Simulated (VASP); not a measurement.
# MnS (F-43m) in VASP: further runs

MnS is run at these levels: PBEsol; tasks: single point, relaxation of cell and atoms.

Everything below comes from runs of VASP 6.6.1. Logs are shortened: lines on timing, memory, paths and dates and some standing lists are left out, and cuts for length are marked.

## Step 1: The cell of the first run

It takes space group F-43m (No. 216, cubic). The conventional cell has a = 5.640 Å, b = 5.640 Å, c = 5.640 Å, α = 90.00°, β = 90.00°, γ = 90.00°. Mn (site symmetry -43m) has 4 S at 2.44 Å within 3.2 Å. S (site symmetry -43m) has 4 Mn at 2.44 Å within 3.2 Å.

## Step 2: Single point, PBEsol, collinear spin, ferromagnetic start (22.43 Å³/atom)

INCAR reads:

```
PREC = Accurate
ENCUT = 520
EDIFF = 1E-6
ISMEAR = 0
SIGMA = 0.1
LREAL = False
LASPH = True
NELM = 150
ALGO = Normal
ISIF = 2
LWAVE = False
LCHARG = True
ISPIN = 2
MAGMOM = 4.29 0
LORBIT = 11
LMAXMIX = 4
GGA = PS
LELF = True
LVHAR = True
NBANDS = 20
```

KPOINTS reads:

```
Automatic mesh
0
Gamma
  14 14 14
```

POSCAR reads:

```
MnS
1.0
    0.0000000000      2.8201183665      2.8201183665
    2.8201183665      0.0000000000      2.8201183665
    2.8201183665      2.8201183665      0.0000000000
Mn S
1 1
Direct
    0.0000000000      0.0000000000      0.0000000000
    0.2500000000      0.2500000000      0.2500000000
```

Potentials or basis: VASP PAW PBE potentials, release 64 (Mn_pv, S).

Run with:

```console
cat potpaw_PBE.64/Mn_pv/POTCAR potpaw_PBE.64/S/POTCAR > POTCAR
mpirun -np 1 vasp_std > vasp.out
```

OUTCAR:

```text
PREC = Accurate
   ENCUT = 520
   EDIFF = 1E-6
   ISMEAR = 0
   LREAL = False
   LASPH = True
   NELM = 150
   ISIF = 2
   ISPIN = 2
   LORBIT = 11
   GGA = PS

 ion  position               nearest neighbor table
   1  0.000  0.000  0.000-   2 2.44   2 2.44   2 2.44   2 2.44
   2  0.250  0.250  0.250-   1 2.44   1 2.44   1 2.44   1 2.44

  LATTYP: Found a face centered cubic cell.
 ALAT       =     5.6402367330

  Lattice vectors:

 A1 = (   0.0000000000,   2.8201183665,   2.8201183665)
 A2 = (   2.8201183665,   0.0000000000,   2.8201183665)
 A3 = (   2.8201183665,   2.8201183665,   0.0000000000)

Analysis of symmetry for initial positions (statically):
=====================================================================
 Subroutine PRICEL returns:
 Original cell was already a primitive cell.

 Routine SETGRP: Setting up the symmetry group for a
 face centered cubic supercell.

 Subroutine GETGRP returns: Found 24 space group operations
 (whereof 24 operations were pure point group operations)
 out of a pool of 48 trial point group operations.

The static configuration has the point symmetry T_d .

Analysis of symmetry for dynamics (positions and initial velocities):
=====================================================================
 Subroutine PRICEL returns:
 Original cell was already a primitive cell.

 Routine SETGRP: Setting up the symmetry group for a
 face centered cubic supercell.

 Subroutine GETGRP returns: Found 24 space group operations
 (whereof 24 operations were pure point group operations)
 out of a pool of 48 trial point group operations.

The dynamic configuration has the point symmetry T_d .

Analysis of structural, dynamic, and magnetic symmetry:
=====================================================================
 Subroutine PRICEL returns:
 Original cell was already a primitive cell.

 Routine SETGRP: Setting up the symmetry group for a
 face centered cubic supercell.

 Subroutine GETGRP returns: Found 24 space group operations
 (whereof 24 operations were pure point group operations)
 out of a pool of 48 trial point group operations.

The overall configuration has the point symmetry T_d .

 Subroutine INISYM returns: Found 24 space group operations
 (whereof 24 operations are pure point group operations),
 and found     1 'primitive' translations

----------------------------------------------------------------------------------------

                                     Primitive cell

  volume of cell :      44.8572

  direct lattice vectors                    reciprocal lattice vectors
     0.000000000  2.820118367  2.820118367    -0.177297523  0.177297523  0.177297523
     2.820118367  0.000000000  2.820118367     0.177297523 -0.177297523  0.177297523
     2.820118367  2.820118367  0.000000000     0.177297523  0.177297523 -0.177297523

  length of vectors
     3.988249641  3.988249641  3.988249641     0.307088317  0.307088317  0.307088317

  position of ions in fractional coordinates (direct lattice)
     0.000000000  0.000000000  0.000000000
     0.250000000  0.250000000  0.250000000

  ion indices of the primitive-cell ions
   primitive index   ion index
                 1           1
                 2           2

----------------------------------------------------------------------------------------

 KPOINTS: Automatic mesh

Automatic generation of k-mesh.
 Grid dimensions read from file:
 generate k-points for:   14   14   14

 Generating k-lattice:

  Cartesian coordinates                     Fractional coordinates (reciprocal lattice)
    -0.012664109  0.012664109  0.012664109     0.071428571  0.000000000  0.000000000
     0.012664109 -0.012664109  0.012664109     0.000000000  0.071428571  0.000000000
     0.012664109  0.012664109 -0.012664109     0.000000000  0.000000000  0.071428571

  Length of vectors
     0.021934880  0.021934880  0.021934880

  Shift w.r.t. Gamma in fractional coordinates (k-lattice)
     0.000000000  0.000000000  0.000000000

 Subroutine IBZKPT returns following result:
 ===========================================

 Found    104 irreducible k-points:

 Following reciprocal coordinates:
            Coordinates               Weight
  0.000000  0.000000  0.000000      1.000000
  0.071429  0.000000  0.000000      8.000000
  0.142857  0.000000  0.000000      8.000000
  0.214286  0.000000  0.000000      8.000000
  0.285714  0.000000  0.000000      8.000000
  0.357143  0.000000  0.000000      8.000000
[... 16 lines left out ...]
  0.214286  0.142857  0.000000     24.000000
  0.285714  0.142857  0.000000     24.000000
 [... further k-points ...]
   k-points           NKPTS =    104   k-points in BZ     NKDIM =    104   number of bands    NBANDS=     20
   number of dos      NEDOS =    301   number of ions     NIONS =      2
   total plane-waves  NPLWV =  27000
   dimension x,y,z NGX =    30 NGY =   30 NGZ =   30
   dimension x,y,z NGXF=    60 NGYF=   60 NGZF=   60
   ions per type =               1   1
   NGX,Y,Z   is equivalent  to a cutoff of  12.51, 12.51, 12.51 a.u.
   NGXF,Y,Z  is equivalent  to a cutoff of  25.01, 25.01, 25.01 a.u.
 SYSTEM =  unknown system
   PREC   = accura    normal or accurate (medium, high low for compatibility)
   ISTART =      0    job   : 0-new  1-cont  2-samecut
   ICHARG =      2    charge: 1-file 2-atom 10-const
   ISPIN  =      2    spin polarized calculation?
   LNONCOLLINEAR =      F non collinear calculations
   LSORBIT =      F    spin-orbit coupling
   LASPH  =      T    aspherical Exc in radial PAW
   ENCUT  =  520.0 eV  38.22 Ry    6.18 a.u.   7.42  7.42  7.42*2*pi/ulx,y,z
   NELM   =    150;   NELMIN=  2; NELMDL= -5     # of ELM steps
   EDIFF  = 0.1E-05   stopping-criterion for ELM
   LREAL  =      F    real-space projection
   EDIFFG = 0.1E-04   stopping-criterion for IOM
   NSW    =      0    number of steps for IOM
   IBRION =     -1    ionic relax: 0-MD 1-quasi-New 2-CG
   NFREE  =      0    steps in history (QN), initial steepest desc. (CG)
   ISIF   =      2    stress and relaxation
   ISYM   =      2    0-nonsym 1-usesym 2-fastsym
   POTIM  = 0.5000    time-step for ionic-motion
   TEBEG  =    0.0;   TEEND  =   0.0 temperature during run
   PSTRESS=    0.0 pullay stress
   NELECT =      19.0000    total number of electrons
   NUPDOWN=      -1.0000    fix difference up-down
   EMIN   =  10.00;   EMAX   =-10.00  energy-range for DOS
   EFERMI =   0.00;   METHOD = LEGACY
   ISMEAR =     0;   SIGMA  =   0.10  broadening in eV -4-tet -1-fermi 0-gaus
   EFERMI_NEDOS =   21; number of points for ismear=-14 and -15
   IALGO  =     38    algorithm
   IMIX   =      4    mixing-type and parameters
     AMIX     =   0.40;   BMIX     =  1.00
     AMIX_MAG =   1.60;   BMIX_MAG =  1.00
  volume/ion in A,a.u.               =      22.43       151.36
  Fermi-wavevector in a.u.,A,eV,Ry     =   1.229463  2.323348 20.566275  1.511579
  Thomas-Fermi vector in A             =   2.364349
   LORBIT       =     11    0 simple, 1 ext, 2 COOP (PROOUT), +10 PAW based schemes
   GGA     = PS    functional components
   LHFCALC =     F    Hartree Fock is set to
   AEXX    =    0.0000 exact exchange contribution
   IVDW    =     0    specifies the selected vdW correction
   LEPSILON=     F    determine dielectric tensor
   LRPA    =     F    only Hartree local field effects (RPA)
 spin polarized calculation
 Gauss-broadening in eV      SIGMA  =   0.10
  energy-cutoff  :      520.00
  volume of cell :       44.86
 maximum number of plane-waves:      1243
 NGX is ok and might be reduce to    30
   NGX = 15   NGY = 15   NGZ = 15

 number of electron      18.9999991 magnetization       4.9409474

 Free energy of the ion-electron system (eV)
  ---------------------------------------------------
  ext. energy  EPLUGINS =         0.00000000
  ---------------------------------------------------
  free energy    TOTEN  =       -14.74154072 eV

  energy without entropy =      -14.73756698  energy(sigma->0) =      -14.73955385

 E-fermi :   4.2027     XC(G=0):  -9.4179

 val. band max:        4.1785285915   @ k =   0.1429   0.0714   0.0000
 cond. band min:       4.2185171438   @ k =   0.1429   0.0000   0.0000
 fundamental gap:      0.0399885523
 Fermi energy:         4.2026614118

 spin component 1

 k-point     1 :       0.0000    0.0000    0.0000
  band No.  band energies     occupation
      1     -46.4084      1.00000
      2     -46.4084      1.00000
      3     -46.4084      1.00000
      4      -9.5717      1.00000
      5      -0.6079      1.00000
      6      -0.6079      1.00000
[... 12 lines left out ...]
     19      15.8612      0.00000
     20      16.5976      0.00000
[... 507 lines left out ...]
 k-point    24 :       0.2857    0.1429    0.0000
  band No.  band energies     occupation
      1     -46.4099      1.00000
      2     -46.4089      1.00000
      3     -46.4089      1.00000
      4      -9.1984      1.00000
      5      -1.1230      1.00000
      6      -0.4632      1.00000
[... 12 lines left out ...]
     19      16.2930      0.00000
     20      19.1730      0.00000

 [... further k-points ...]

 spin component 2

 k-point     1 :       0.0000    0.0000    0.0000
  band No.  band energies     occupation
      1     -41.8528      1.00000
      2     -41.8528      1.00000
      3     -41.8528      1.00000
      4      -9.2403      1.00000
      5       1.0052      1.00000
      6       1.0052      1.00000
[... 12 lines left out ...]
     19      16.7767      0.00000
     20      17.5870      0.00000
[... 507 lines left out ...]
 k-point    24 :       0.2857    0.1429    0.0000
  band No.  band energies     occupation
      1     -41.8550      1.00000
      2     -41.8535      1.00000
      3     -41.8534      1.00000
      4      -8.8916      1.00000
      5      -0.0303      1.00000
      6       0.9699      1.00000
[... 12 lines left out ...]
     19      17.2605      0.00000
     20      20.1473      0.00000

 [... further k-points ...]

------------------------ aborting loop because EDIFF is reached ----------------------------------------

  FORCE on cell =-STRESS in cart. coord.  units (eV):
  Direction    XX          YY          ZZ          XY          YZ          ZX
  --------------------------------------------------------------------------------------
  -------------------------------------------------------------------------------------
  Total       -0.8037899     -0.8037899     -0.8037899      0.0000000      0.0000000      0.0000000
  in kB      -28.7092016    -28.7092016    -28.7092016      0.0000000      0.0000000      0.0000000
  external PRESSURE =     -28.7092016 kB  Pullay stress =       0.0000000 kB

 VOLUME and BASIS-vectors are now :
 -----------------------------------------------------------------------------
  energy-cutoff  :      520.00
  volume of cell :       44.86
      direct lattice vectors                 reciprocal lattice vectors
     0.000000000  2.820118367  2.820118367    -0.177297523  0.177297523  0.177297523
     2.820118367  0.000000000  2.820118367     0.177297523 -0.177297523  0.177297523
     2.820118367  2.820118367  0.000000000     0.177297523  0.177297523 -0.177297523

 POSITION                                       TOTAL-FORCE (eV/Angst)
 -----------------------------------------------------------------------------------
      0.00000      0.00000      0.00000        -0.000000     -0.000000      0.000000
      1.41006      1.41006      1.41006         0.000000      0.000000     -0.000000
 -----------------------------------------------------------------------------------
    total drift:                               -0.000000     -0.000000     -0.000000

  FREE ENERGIE OF THE ION-ELECTRON SYSTEM (eV)
  ---------------------------------------------------
  free  energy   TOTEN  =       -14.7415407221 eV

  energy  without entropy=      -14.7375669771  energy(sigma->0) =      -14.73955385

 total charge

# of ion       s       p       d       tot
------------------------------------------
    1        0.260   6.208   4.893  11.360
    2        1.309   2.415   0.000   3.725
--------------------------------------------------
tot          1.569   8.623   4.893  15.085

 magnetization (x)

# of ion       s       p       d       tot
------------------------------------------
    1        0.049   0.064   4.226   4.340
    2        0.010   0.073   0.000   0.083
--------------------------------------------------
tot          0.059   0.137   4.226   4.423
```

Wall time 89 s (1 thread of Intel Xeon 6975P-C (Granite Rapids), shared host); peak memory 0.28 GiB.

Results:

| Quantity | Value |
| --- | --- |
| Free energy | -14.7415 eV |
| Pressure | -2.9 GPa |
| Net moment | 4.94 μB per cell |
| Site moments | Mn +4.34; S +0.08 μB |
| Valence electrons inside the program's atomic spheres | Mn 11.36; S 3.73 |

Levels at points of the mesh, in eV from the Fermi level:
Spin up:
```csv
k point,band 8,band 9,band 10,band 11,band 12,band 13,band 14,band 15,band 16,band 17
"(0.00, 0.00, 0.00)",-3.19,-3.19,0.21,0.21,0.21,0.77,5.75,5.75,5.75,10.59
"(0.50, 0.00, 0.00)",-3.09,-3.09,-2.89,-0.79,-0.79,2.78,6.17,6.17,6.63,10.68
"(0.50, 0.50, 0.00)",-3.19,-2.98,-2.72,-2.15,-2.15,2.61,4.20,8.82,10.47,10.47
```
Spin down:
```
           k point  band 3  band 4  band 5  band 6  band 7  band 8  band 9  band 10  band 11  band 12
(0.00, 0.00, 0.00)  -46.06  -13.44   -3.20   -3.20   -3.20    0.83    0.83     1.79     2.99     2.99
(0.50, 0.00, 0.00)  -46.06  -12.82   -5.05   -3.13   -3.13    0.90    0.96     0.96     2.04     2.04
(0.50, 0.50, 0.00)  -46.06  -12.62   -4.96   -3.24   -3.24    0.02    0.84     1.25     1.32     1.32
```

Caveat: the PAW data sets were made with another functional, which shifts forces and pressure a little; a cell with one magnetic atom can't hold antiferromagnetic order, which such compounds often take; semilocal functionals often make such compounds metallic where correlation or magnetic order opens a gap, which also shifts bond lengths. With open d or f shells a metallic result of PBEsol can be an artefact of self-interaction; +U or a hybrid may open a gap.

## Step 3: Relaxation of cell and atoms, PBEsol, collinear spin, ferromagnetic start, target pressure 4 GPa, at which the enthalpy is minimised

This run uses another cell than the first one, of 18.10 Å³/atom.

INCAR reads:

```
SYSTEM = MnS
PREC = Accurate ; ENCUT = 600
EDIFF = 1E-7 ; ISMEAR = 0
SIGMA = 0.1 ; LREAL = .FALSE.
LASPH = .TRUE. ; NELM = 150
ALGO = Normal ; ISIF = 3
LWAVE = .FALSE. ; LCHARG = .FALSE.
ISPIN = 2 ; MAGMOM = 4.11 0
LORBIT = 11 ; LMAXMIX = 4
GGA = PS ; IBRION = 2
NSW = 70 ; EDIFFG = -0.008
PSTRESS = 40.0
```

KPOINTS reads:

```
Automatic mesh
0
G
  14 14 14
  0 0 0
```

POSCAR reads:

```
MnS
1.0
    0.0000000000      2.6254968426      2.6254968426
    2.6254968426      0.0000000000      2.6254968426
    2.6254968426      2.6254968426      0.0000000000
Mn S
1 1
Direct
    0.0000000000      0.0000000000      0.0000000000
    0.7500000000      0.7500000000      0.7500000000
```

Potentials or basis: VASP PAW PBE potentials, release 64 (Mn_pv, S).

Run with:

```console
cat potpaw_PBE.64/Mn_pv/POTCAR potpaw_PBE.64/S/POTCAR > POTCAR
mpirun -np 1 vasp_std > vasp.out
```

Wall time 4.1 min (1 thread of AMD EPYC 7R13, shared host); peak memory 0.23 GiB.

The run converged. Its results:

- Free energy: -14.7173 eV
- Pressure after relaxing: 4.0 GPa
- Net moment: 3.96 μB per cell
- Site moments: Mn +3.62; S +0.01 μB
- Valence electrons inside the program's atomic spheres: Mn 11.63; S 3.75

Final structure:
```
CELL_PARAMETERS angstrom
0.00000 2.62550 2.62550
2.62550 0.00000 2.62550
2.62550 2.62550 0.00000
ATOMIC_POSITIONS crystal
Mn 0.00000 0.00000 0.00000
S 0.75000 0.75000 0.75000
```

Levels at points of the mesh, in eV from the Fermi level:
Spin up:
```csv
k point,band 8,band 9,band 10,band 11,band 12,band 13,band 14,band 15
"(0.00, 0.00, 0.00)",-2.80,-2.80,1.39,1.39,1.39,2.05,6.49,6.49
"(0.50, 0.00, 0.00)",-2.62,-2.62,-2.28,0.02,0.02,3.87,7.03,7.03
"(0.50, 0.50, 0.00)",-2.91,-2.44,-2.19,-1.62,-1.62,3.52,5.07,11.02
```
Spin down:
```tsv
k point	band 3	band 4	band 5	band 6	band 7	band 8	band 9	band 10	band 11	band 12
(0.00, 0.00, 0.00)	-46.20	-14.49	-3.91	-3.91	-3.91	0.61	0.61	2.60	3.59	3.59
(0.50, 0.00, 0.00)	-46.20	-13.55	-5.99	-3.74	-3.74	0.63	0.77	0.77	2.22	2.22
(0.50, 0.50, 0.00)	-46.20	-13.24	-5.90	-3.74	-3.74	-0.70	0.73	1.16	1.16	1.21
```

Caveat: the relaxation stopped at its first step, so nothing moved; the cell is relaxed towards a set pressure, so the run minimises the enthalpy, not the energy; the PAW data sets were made with another functional, which shifts forces and pressure a little; a cell with one magnetic atom can't hold antiferromagnetic order, which such compounds often take; semilocal functionals often make such compounds metallic where correlation or magnetic order opens a gap, which also shifts bond lengths. With open d or f shells a metallic result of PBEsol can be an artefact of self-interaction; +U or a hybrid may open a gap.

## Step 4: Single point, PBEsol, collinear spin, ferromagnetic start (20.74 Å³/atom)

This run uses another cell than the first one, of 20.74 Å³/atom.

INCAR reads:

```
  PREC = Accurate
  ENCUT = 520
  EDIFF = 1E-6
  ISMEAR = 0
  SIGMA = 0.2
  LREAL = F
  LASPH = T
  NELM = 150
  ALGO = Normal
  ISIF = 2
  LWAVE = F
  LCHARG = T
  ISPIN = 2
  MAGMOM = 4.27 0
  LORBIT = 11
  LMAXMIX = 4
  GGA = PS
  LELF = T
  LVHAR = T
  NBANDS = 20
```

KPOINTS reads:

```
Automatic mesh
0
Gamma
  14 14 14
```

POSCAR reads:

```
MnS
1.0
    0.0000000000      2.7475015641      2.7475015641
    2.7475015641      0.0000000000      2.7475015641
    2.7475015641      2.7475015641      0.0000000000
Mn S
1 1
Direct
    0.0000000000      0.0000000000      0.0000000000
    0.7500000000      0.7500000000      0.7500000000
```

Run with:

```console
cat potpaw_PBE.64/Mn_pv/POTCAR potpaw_PBE.64/S/POTCAR > POTCAR
mpirun -np 1 vasp_std > vasp.out
```

Run time: 2.7 min. Hardware: 1 thread of Intel Xeon Platinum 8259CL at 2.50GHz (Skylake/Cascade Lake), shared host; peak memory 0.28 GiB.

It converged, with:

```
Free energy                                           : -14.7837 eV
Pressure                                              : -0.4 GPa
Net moment                                            : 4.67 μB per cell
Site moments                                          : Mn +4.15; S +0.06 μB
Valence electrons inside the program's atomic spheres : Mn 11.44; S 3.74
```

Levels at points of the mesh, in eV from the Fermi level:
Spin up:
```
           k point  band 9  band 10  band 11  band 12  band 13  band 14  band 15  band 16
(0.00, 0.00, 0.00)   -3.00     0.64     0.64     0.64     1.24     6.04     6.04     6.04
(0.50, 0.00, 0.00)   -2.87    -2.63    -0.48    -0.48     3.21     6.51     6.51     7.18
(0.50, 0.50, 0.00)   -2.74    -2.48    -1.93    -1.93     2.94     4.56     9.59    11.29
```
Spin down:
```tsv
k point	band 5	band 6	band 7	band 8	band 9	band 10
(0.00, 0.00, 0.00)	-3.38	-3.38	-3.38	0.86	0.86	2.11
(0.50, 0.00, 0.00)	-5.32	-3.28	-3.28	0.90	1.00	1.00
(0.50, 0.50, 0.00)	-5.23	-3.37	-3.37	-0.15	0.90	1.34
```

Caveat: the PAW data sets were made with another functional, which shifts forces and pressure a little; a cell with one magnetic atom can't hold antiferromagnetic order, which such compounds often take; semilocal functionals often make such compounds metallic where correlation or magnetic order opens a gap, which also shifts bond lengths.

## Step 5: Overview

```tsv
task	cell	cutoff (eV)	smearing	gap on the mesh (eV)	pressure (GPa)	moment (μB)
single point	a = 3.988 Å, angles 60.0°, 2 atoms	520	gaussian 0.1 eV	none	-2.9	4.94
relaxation of cell and atoms	relaxed to 4 GPa from a = 3.713 Å, angles 60.0°, 2 atoms	600	gaussian 0.1 eV	none	4.0	3.96
single point	a = 3.886 Å, angles 60.0°, 2 atoms	520	gaussian 0.2 eV	none	-0.4	4.67
```

Alike in all rows: level PBEsol; potentials or basis VASP PAW PBE potentials, release 64 (Mn_pv, S); spin collinear, ferromagnetic start; k mesh 14 × 14 × 14.

Caveats: the PAW data sets were made with another functional, which shifts forces and pressure a little; a cell with one magnetic atom can't hold antiferromagnetic order, which such compounds often take; semilocal functionals often make such compounds metallic where correlation or magnetic order opens a gap, which also shifts bond lengths; the relaxation stopped at its first step, so nothing moved (at least some runs); the cell is relaxed towards a set pressure, so the run minimises the enthalpy, not the energy (at least some runs).

Absolute energies hang on the potentials; compare differences alone.

The gap in the log of VASP goes by the Fermi energy; the results here count the filled bands.